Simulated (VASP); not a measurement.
Write the native input for VASP 6.6.1 that does the following.

```yaml
Task: single point
Functional: revPBE
Dispersion: D4
Potentials_or_basis: VASP PAW PBE potentials, release 64 (Cd, S)
Cutoff: 520 eV
k_mesh: 8 × 8 × 8
Occupations: gaussian, width 0.05 eV
Spin: no spin polarisation
Dipole_correction: no
Further_INCAR_settings: ALGO = Normal; EDIFF = 1e-07; NBANDS = 16
```

The structure of CdS lies in POSCAR:

```
CdS
1.0
    0.0000000000      2.9614296052      2.9614296052
    2.9614296052      0.0000000000      2.9614296052
    2.9614296052      2.9614296052      0.0000000000
Cd S
1 1
Direct
    0.0000000000      0.0000000000      0.0000000000
    0.7500000000      0.7500000000      0.7500000000
```

This cell differs from its parent crystal: volume scaled by 1.04.

These files were run (other wordings do the same):

INCAR

```
SYSTEM = CdS
ALGO = Normal
EDIFF = 1E-7
ENCUT = 520
GGA = RE
ISIF = 2
ISMEAR = 0
IVDW = 13
LASPH = .TRUE.
LCHARG = .FALSE.
LREAL = .FALSE.
LWAVE = .FALSE.
NBANDS = 16
NELM = 60
PREC = Accurate
SIGMA = 0.05
```

KPOINTS

```
k-points
0
G
  8 8 8
  0 0 0
```

Potentials or basis: VASP PAW PBE potentials, release 64 (Cd, S).

The run is started by

```sh
$ cat potpaw_PBE.64/Cd/POTCAR potpaw_PBE.64/S/POTCAR > POTCAR
$ mpirun -np 1 vasp_std > vasp.out
```

Results of the run:

The pressure is -1.8 GPa. The band gap on the k mesh is 1.18 eV, direct. The dispersion energy per atom is -0.517 eV.

Caveat: the PAW data sets were made with another functional, which shifts forces and pressure a little.

Wall time 24 s on 1 thread of AMD EPYC 7R43 64-Core Processor (Zen 3), with other jobs on the host, peak memory 0.15 GiB.
